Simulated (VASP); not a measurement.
# AlN (P6_3mc) in VASP: notebook, part 2 of 2

VASP 6.6.1. The steps go on from the part before.

## 4. Single point, r2SCAN (strain -0.040 along x and y, +0.040 along z)

File POSCAR:

```
AlN
1.0
    2.9823987244      0.0000000000      0.0000000000
   -1.4911993622      2.5828330596      0.0000000000
    0.0000000000      0.0000000000      5.1775410392
Al N
2 2
Direct
    0.3333333333      0.6666666667      0.0016929024
    0.6666666667      0.3333333333      0.5016929024
    0.3333333333      0.6666666667      0.3833070976
    0.6666666667      0.3333333333      0.8833070976
```

File INCAR.step1:

```
  PREC = Accurate
  ENCUT = 520
  ISMEAR = 0
  SIGMA = 0.05
  LREAL = F
  LASPH = T
  NELM = 100
  NBANDS = 16
  GGA = PE
  ALGO = Normal
  EDIFF = 1E-4
  LWAVE = T
  LCHARG = F
```

File INCAR.step2:

```
  PREC = Accurate
  ENCUT = 520
  EDIFF = 1E-6
  ISMEAR = 0
  SIGMA = 0.05
  LREAL = F
  LASPH = T
  NELM = 100
  ALGO = Normal
  ISIF = 2
  LWAVE = F
  LCHARG = T
  METAGGA = R2SCAN
  LMIXTAU = T
  LELF = T
  LVHAR = T
  NBANDS = 16
  ISTART = 1
```

File KPOINTS:

```
Automatic mesh
0
Gamma
  12 12 6
```

Potentials or basis: VASP PAW PBE potentials, release 64 (Al, N).

On the command line:

```sh
cat potpaw_PBE.64/Al/POTCAR potpaw_PBE.64/N/POTCAR > POTCAR
cp INCAR.step1 INCAR
mpirun -np 1 vasp_std > vasp.out
cp INCAR.step2 INCAR
mpirun -np 1 vasp_std > vasp.out
```

OUTCAR:

```text
PREC = Accurate
   ENCUT = 520
   EDIFF = 1E-6
   ISMEAR = 0
   LREAL = F
   LASPH = T
   NELM = 100
   ISIF = 2
   METAGGA = R2SCAN
   ISTART = 1

 ion  position               nearest neighbor table
   1  0.333  0.667  0.002-   4 1.83   4 1.83   4 1.83   3 1.98   2 3.11   2 3.11   2 3.11   2 3.11
                             2 3.11   2 3.11
   2  0.667  0.333  0.502-   3 1.83   3 1.83   3 1.83   4 1.98   1 3.11   1 3.11   1 3.11   1 3.11
                             1 3.11   1 3.11
   3  0.333  0.667  0.383-   2 1.83   2 1.83   2 1.83   1 1.98
   4  0.667  0.333  0.883-   1 1.83   1 1.83   1 1.83   2 1.98

  LATTYP: Found a hexagonal cell.
 ALAT       =     2.9823987244
 C/A-ratio  =     1.7360324751

  Lattice vectors:

 A1 = (   2.9823987244,   0.0000000000,   0.0000000000)
 A2 = (  -1.4911993622,   2.5828330596,   0.0000000000)
 A3 = (   0.0000000000,   0.0000000000,   5.1775410392)

Analysis of symmetry for initial positions (statically):
=====================================================================
 Subroutine PRICEL returns:
 Original cell was already a primitive cell.

 Routine SETGRP: Setting up the symmetry group for a
 hexagonal supercell.

 Subroutine GETGRP returns: Found 12 space group operations
 (whereof  6 operations were pure point group operations)
 out of a pool of 24 trial point group operations.

The static configuration has the point symmetry C_3v.
 The point group associated with its full space group is C_6v.

Analysis of symmetry for dynamics (positions and initial velocities):
=====================================================================
 Subroutine PRICEL returns:
 Original cell was already a primitive cell.

 Routine SETGRP: Setting up the symmetry group for a
 hexagonal supercell.

 Subroutine GETGRP returns: Found 12 space group operations
 (whereof  6 operations were pure point group operations)
 out of a pool of 24 trial point group operations.

The dynamic configuration has the point symmetry C_3v.
 The point group associated with its full space group is C_6v.

 Subroutine INISYM returns: Found 12 space group operations
 (whereof  6 operations are pure point group operations),
[... 119 lines left out ...]
     AMIX     =   0.40;   BMIX     =  1.00
     AMIX_MAG =   1.60;   BMIX_MAG =  1.00
  volume/ion in A,a.u.               =       9.97        67.29
  Fermi-wavevector in a.u.,A,eV,Ry     =   1.207405  2.281665 19.834937  1.457827
  Thomas-Fermi vector in A             =   2.343044
   LORBIT       =      0    0 simple, 1 ext, 2 COOP (PROOUT), +10 PAW based schemes
   METAGGA = R2SCAN    functional components
   LHFCALC =     F    Hartree Fock is set to
   AEXX    =    0.0000 exact exchange contribution
   IVDW    =     0    specifies the selected vdW correction
   LEPSILON=     F    determine dielectric tensor
   LRPA    =     F    only Hartree local field effects (RPA)
 non-spin polarized calculation
 Gauss-broadening in eV      SIGMA  =   0.05
  energy-cutoff  :      520.00
  volume of cell :       39.88
 maximum number of plane-waves:      1099
 NGX is ok and might be reduce to    24
   NGX = 11   NGY = 11   NGZ = 19

 number of electron      16.0000002 magnetization

 Free energy of the ion-electron system (eV)
  ---------------------------------------------------
  ext. energy  EPLUGINS =         0.00000000
  ---------------------------------------------------
  free energy    TOTEN  =       -38.15009360 eV

  energy without entropy =      -38.15009360  energy(sigma->0) =      -38.15009360

 E-fermi :   6.4733     XC(G=0): -11.6074

 val. band max:        6.2182956600   @ k =   0.0000   0.0000   0.0000
 cond. band min:      11.3890614788   @ k =   0.0000   0.0000   0.0000
 fundamental gap:      5.1707658188
 Fermi energy:         6.4732939676

 k-point     1 :       0.0000    0.0000    0.0000
  band No.  band energies     occupation
      1      -9.9195      2.00000
      2      -8.0200      2.00000
      3      -0.1485      2.00000
      4       5.7569      2.00000
      5       5.7569      2.00000
      6       5.9818      2.00000
[... 433 lines left out ...]
      3       1.3060      2.00000
      4       2.1541      2.00000
      5       2.7174      2.00000
      6       4.7899      2.00000
[... 8 lines left out ...]
     15      19.8915      0.00000
     16      22.6090      0.00000

 [... further k-points ...]
[... 5 lines left out ...]
  --------------------------------------------------------------------------------------
  -------------------------------------------------------------------------------------
  Total        6.1242962      6.1242962     -3.2164338      0.0000000      0.0000000      0.0000000
  in kB      246.0260958    246.0260958   -129.2110346      0.0000000      0.0000000      0.0000000
  external PRESSURE =     120.9470523 kB  Pullay stress =       0.0000000 kB

 VOLUME and BASIS-vectors are now :
 -----------------------------------------------------------------------------
  energy-cutoff  :      520.00
  volume of cell :       39.88
      direct lattice vectors                 reciprocal lattice vectors
     2.982398724  0.000000000  0.000000000     0.335300573  0.193585876  0.000000000
    -1.491199362  2.582833060  0.000000000     0.000000000  0.387171752  0.000000000
     0.000000000  0.000000000  5.177541039     0.000000000  0.000000000  0.193141878

 POSITION                                       TOTAL-FORCE (eV/Angst)
 -----------------------------------------------------------------------------------
     -0.00000      1.72189      0.00877        -0.000000      0.000000      0.840592
      1.49120      0.86094      2.59754        -0.000000      0.000000      0.840592
     -0.00000      1.72189      1.98459         0.000000     -0.000000     -0.840592
      1.49120      0.86094      4.57336         0.000000      0.000000     -0.840592
 -----------------------------------------------------------------------------------
    total drift:                               -0.000000      0.000000     -0.015730

  FREE ENERGIE OF THE ION-ELECTRON SYSTEM (eV)
  ---------------------------------------------------
  free  energy   TOTEN  =       -38.1500936036 eV

  energy  without entropy=      -38.1500936036  energy(sigma->0) =      -38.15009360
```

OSZICAR.step1:

```text
N       E                     dE             d eps       ncg     rms          rms(c)
DAV:   1     0.422966198388E+02    0.42297E+02   -0.73491E+03  2432   0.896E+02
DAV:   2    -0.310959528659E+02   -0.73393E+02   -0.67603E+02  3392   0.194E+02
DAV:   3    -0.344572499497E+02   -0.33613E+01   -0.33544E+01  3040   0.426E+01
DAV:   4    -0.344769796013E+02   -0.19730E-01   -0.19728E-01  3088   0.365E+00
DAV:   5    -0.344772331961E+02   -0.25359E-03   -0.25359E-03  3024   0.418E-01    0.127E+01
DAV:   6    -0.294273576884E+02    0.50499E+01   -0.11147E+01  2880   0.242E+01    0.438E+00
DAV:   7    -0.294337417922E+02   -0.63841E-02   -0.72820E-01  2680   0.600E+00    0.305E+00
DAV:   8    -0.294213114950E+02    0.12430E-01   -0.60041E-02  2936   0.216E+00    0.444E-01
DAV:   9    -0.294176336309E+02    0.36779E-02   -0.10972E-02  3112   0.767E-01    0.233E-01
DAV:  10    -0.294181685935E+02   -0.53496E-03   -0.18479E-03  2736   0.281E-01    0.115E-01
DAV:  11    -0.294181061709E+02    0.62423E-04   -0.22445E-04  2568   0.120E-01
   1 F= -.29418106E+02 E0= -.29418106E+02  d E =-.153808E-10
```

Wall time 60 s (1 thread of Intel Xeon 6975P-C (Granite Rapids), shared host); peak memory 0.18 GiB.

What came out:

* Free energy: -38.1501 eV
* Pressure: 12.1 GPa
* Largest force: 0.841 eV/Å
* Band gap on the k mesh: 5.17 eV, direct

Forces in eV/Å, atoms in the order of the input:
```
Al   0.000  0.000  0.841
Al   0.000  0.000  0.841
N    0.000  0.000 -0.841
N    0.000  0.000 -0.841
```

Stress tensor (GPa, compression positive):
```
 24.60   0.00   0.00
  0.00  24.60   0.00
  0.00   0.00 -12.92
```

Levels at points of the mesh, in eV from the valence-band top:
| k point | band 6 | band 7 | band 8 | band 9 | band 10 | band 11 |
| --- | --- | --- | --- | --- | --- | --- |
| (0.00, 0.00, 0.00) | -0.24 | 0.00 | 0.00 | 5.17 | 8.91 | 11.68 |
| (0.50, 0.00, 0.00) | -1.75 | -1.72 | -0.64 | 6.13 | 7.25 | 9.50 |
| (0.00, 0.00, 0.50) | -0.24 | -0.24 | -0.24 | 8.04 | 8.04 | 11.48 |
| (0.50, 0.00, 0.50) | -1.53 | -1.24 | -1.24 | 5.95 | 5.95 | 10.48 |

Caveat: the cell differs from its parent crystal (strain -0.040 along x and y, +0.040 along z); the PAW data sets were made with another functional, which shifts forces and pressure a little.

## 5. The runs side by side

```tsv
cell	gap on the mesh (eV)	pressure (GPa)	largest force (eV/Å)
a = 3.355, b = 3.355, c = 5.377 Å, angles 90.0, 90.0, 120.0°, 4 atoms	2.92	-31.4	0.07
a = 2.982, b = 2.982, c = 4.779 Å, angles 90.0, 90.0, 120.0°, 4 atoms	5.77	32.5	0.06
a = 2.982, b = 2.982, c = 5.178 Å, angles 90.0, 90.0, 120.0°, 4 atoms	5.17	12.1	0.84
```

Alike in all rows: task single point; level r2SCAN; potentials or basis VASP PAW PBE potentials, release 64 (Al, N); no spin polarisation; k mesh 12 × 12 × 6; cutoff (eV) 520; smearing gaussian 0.05 eV.

Caveats: the PAW data sets were made with another functional, which shifts forces and pressure a little.

Total energies depend on the potentials used, so only differences within one code and one set of settings carry meaning.
